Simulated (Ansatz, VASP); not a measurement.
Rb2ZnPdC6N6 in VASP and in Ansatz

```
Rb Zn Pd C N
1.0
     0.00000    5.58568    5.58568
     5.58568    0.00000    5.58568
     5.58568    5.58568    0.00000
Rb Zn Pd C N
2 1 1 6 6
Direct
  0.25000 0.25000 0.25000
  0.75000 0.75000 0.75000
  0.00000 0.00000 0.00000
  0.50000 0.50000 0.50000
  0.80182 0.19818 0.19818
  0.19818 0.80182 0.19818
  0.19818 0.19818 0.80182
  0.19818 0.80182 0.80182
  0.80182 0.19818 0.80182
  0.80182 0.80182 0.19818
  0.69693 0.30307 0.30307
  0.30307 0.69693 0.30307
  0.30307 0.30307 0.69693
  0.30307 0.69693 0.69693
  0.69693 0.30307 0.69693
  0.69693 0.69693 0.30307
```

Alike in both runs: functional PBE; k mesh 4 × 4 × 4; occupations gaussian, width 0.02 eV; collinear spin.

Ansatz relaxed the structure, and its values are those at the end. VASP's run is a single point on that final structure, the one shown.

|  | VASP | Ansatz |
| --- | --- | --- |
| version | VASP 6.6.1 | Ansatz 0.2.0 |
| potentials or method | VASP PAW PBE potentials, release 64 (Rb_sv, Zn, Pd, C, N), cutoff 520 eV | scalar-relativistic, plane waves, PAW |
| valence electrons in the cell | 94 | 102 |

```csv
,VASP,Ansatz,Ansatz less VASP
gap on the k mesh at the Fermi level (eV),0.90,0.93,+0.027
least direct gap on the mesh (eV),0.90,0.93,+0.027
pressure (GPa),0.4,0.0,-0.33
rms of the force components (eV/Å),0.198,0.001,-0.1970
net moment per atom (μB),0.12,0.12,0.000
size of the moment on the site where the two differ most (μB),1.34,1.28,-0.060
```

Site moments also hang on the region over which each program counts them. One of these differences is far larger than is usual between the two programs; its cause wasn't traced. The functional is the same, so the differences come from potentials, cutoffs and numerics. VASP's potentials hold 94 valence electrons a cell and Ansatz's 102, so a difference there can come from the potentials and not from the codes.

Noted on VASP's run: the standard files for N, O and F lose accuracy on very short bonds.
